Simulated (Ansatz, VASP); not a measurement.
# Au in VASP and in Ansatz

Contents of POSCAR:

```
Au
1.0
    2.7484100000      0.0000000000      0.0000000000
    0.0000000000      2.7484100000      0.0000000000
    0.0000000000      0.0000000000      2.7484100000
Au
1
Direct
    0.5000000000      0.5000000000      0.5000000000
```

File INCAR.step1:

```
SYSTEM = Au
PREC = Accurate
ENCUT = 520
EDIFF = 1E-5
ISMEAR = -1
SIGMA = 0.05
LREAL = .FALSE.
LASPH = .TRUE.
NELM = 60
ALGO = Normal
ISIF = 2
LWAVE = .TRUE.
LCHARG = .FALSE.
GGA = PE
NBANDS = 12
```

File INCAR.step2:

```
SYSTEM = Au
PREC = Accurate
ENCUT = 520
EDIFF = 1E-7
ISMEAR = -1
SIGMA = 0.05
LREAL = .FALSE.
LASPH = .TRUE.
NELM = 60
ALGO = Normal
ISIF = 2
LWAVE = .FALSE.
LCHARG = .FALSE.
GGA = PE
LHFCALC = .TRUE.
HFSCREEN = 0.2079
PRECFOCK = Normal
ISTART = 1
NBANDS = 12
```

Contents of KPOINTS:

```
Automatic mesh
0
G
  5 5 5
  0 0 0
```

input

```
crystal:
  lattice:
    - [2.74841, 0.0, 0.0]
    - [0.0, 2.74841, 0.0]
    - [0.0, 0.0, 2.74841]
  atoms:
    - { symbol: Au, position: [0.5, 0.5, 0.5] }
hamiltonian:
  xc: hse06
  pseudopotentials: { kind: paw }
kpoints:
  mp_grid: { grid: [5, 5, 5] }
  band_path:
    path:
      - [[0.0, 0.0, 0.0], [0.0, 0.5, 0.0], [0.5, 0.5, 0.0], [0.0, 0.0, 0.0], [0.5, 0.5, 0.5], [0.0, 0.5, 0.0]]
      - [[0.5, 0.5, 0.0], [0.5, 0.5, 0.5]]
    npoints: 4
scf:
  occupations: { method: fermi_dirac, width: 0.05 }
  n_extra_bands: 6
output:
  forces: true
  stress: true
  eigenvalues: true
  fatbands: false
```

Alike in both runs: functional HSE06; k mesh 5 × 5 × 5; occupations fermi-dirac, width 0.05 eV; no spin polarisation.

```csv
,VASP,Ansatz
version,VASP 6.6.1,Ansatz 0.2.0
potentials or method,"VASP PAW PBE potentials, release 64 (Au)",Ansatz PAW
plane-wave cutoff (eV),520,420
valence electrons in the cell,11,19
task,single point,band structure
```

```tsv
	VASP	Ansatz	Ansatz less VASP
gap on the k mesh at the Fermi level (eV)	none	none	-
pressure (GPa)	-1.3	-1.3	-0.07
```

A gap of «none» marks a metal or a gap that the smearing closes. With one functional, cell and mesh, what is left measures potentials, basis and numerics. VASP's potentials hold 11 valence electrons a cell and Ansatz's 19, so a difference there can come from the potentials and not from the codes.

The k mesh is coarse, so the values compare programs but aren't converged. Spin-orbit coupling is off throughout.
